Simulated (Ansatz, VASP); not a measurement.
**W in VASP and in Ansatz**

INCAR

```
SYSTEM = W
PREC = Accurate
ENCUT = 500
EDIFF = 1E-6
ISMEAR = -1
SIGMA = 0.1
LREAL = .FALSE.
LASPH = .TRUE.
NELM = 120
ALGO = Normal
ISIF = 2
LWAVE = .FALSE.
LCHARG = .FALSE.
GGA = PS
NBANDS = 36
GGA_COMPAT = .FALSE.
```

File KPOINTS:

```
regular mesh
0
G
  8 5 5
  0 0 0
```

The input POSCAR:

```
W
1.0
    2.8096620000      0.0000000000      0.0000000000
    0.0000000000      4.8638700000      0.0000000000
    0.0000000000      0.0000000000      4.9236950000
W
4
Direct
    0.7931720008      0.5631570005      0.2500000000
    0.2068279992      0.0631570005      0.2500000000
    0.2068279992      0.4368429995      0.7500000000
    0.7931720008      0.9368429995      0.7398450249
```

Input for Ansatz:

```yaml
crystal:
  lattice:
    - [2.809662, 0.0, 0.0]
    - [0.0, 4.86387, 0.0]
    - [0.0, 0.0, 4.923695]
  atoms:
    - { symbol: W, position: [0.7931720007602338, 0.5631570004954902, 0.25] }
    - { symbol: W, position: [0.2068279992397662, 0.06315700049549021, 0.25] }
    - { symbol: W, position: [0.2068279992397662, 0.4368429995045097, 0.7499999999999999] }
    - { symbol: W, position: [0.7931720007602338, 0.9368429995045097, 0.7398450249253862] }
kpoints:
  mp_grid:
    grid: [8, 5, 5]
hamiltonian:
  xc: pbesol
scf:
  occupations:
    method: fermi_dirac
    width: 0.1
output:
  forces: true
```

Alike in both runs: task single point; functional PBEsol; k mesh 8 × 5 × 5; occupations fermi-dirac, width 0.1 eV; no spin polarisation.

|  | VASP | Ansatz |
| --- | --- | --- |
| version | VASP 6.6.1 | Ansatz 0.2.0 |
| potentials or method | VASP PAW PBE potentials, release 64 (W_sv) | plane waves, PAW |
| plane-wave cutoff (eV) | 500 | 420 |
| valence electrons in the cell | 56 | 56 |

|  | VASP | Ansatz | Ansatz less VASP |
| --- | --- | --- | --- |
| rms of the force components (eV/Å) | 0.205 | 0.203 | -0.0023 |

VASP's potentials were made for PBE, not for PBEsol. Atom by atom the forces differ by 0.004 eV/Å (rms over components). The functional is the same, so the differences come from potentials, cutoffs and numerics.

Spin-orbit coupling is off throughout.
